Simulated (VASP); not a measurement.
A run of VASP 6.6.1:

Contents of INCAR:

```
SYSTEM = H
PREC = Accurate
ENCUT = 520
EDIFF = 1E-6
ISMEAR = 0
SIGMA = 0.05
LREAL = .FALSE.
LASPH = .TRUE.
NELM = 60
ALGO = Normal
ISIF = 2
LWAVE = .FALSE.
LCHARG = .FALSE.
NBANDS = 10
```

File KPOINTS:

```
Automatic mesh
0
G
  10 10 4
  0 0 0
```

POSCAR

```
H
1.0
    1.6711172948     -2.7691132673      0.0000000000
    1.6711172948      2.7691132673      0.0000000000
    0.0000000000      0.0000000000      6.1442585760
H
4
Direct
    0.5678085000      0.4321915000      0.9995149500
    0.4321915000      0.5678085000      0.0004850500
    0.4321915000      0.5678085000      0.4995149500
    0.5678085000      0.4321915000      0.5004850500
```

Potentials or basis: VASP PAW LDA potentials, release 64 (H).

Launch:

```console
$ cat potpaw_LDA.64/H/POTCAR > POTCAR
$ mpirun -np 1 vasp_std > vasp.out
```

Hardware: 1 thread of Intel Xeon 6975P-C (shared host).

Question: How long does it take, and how much memory?

Answer: Run time: 47 s on 1 thread of Intel Xeon 6975P-C (shared host), peak memory 0.16 GiB. Counts: scf iterations 12, k points 93.
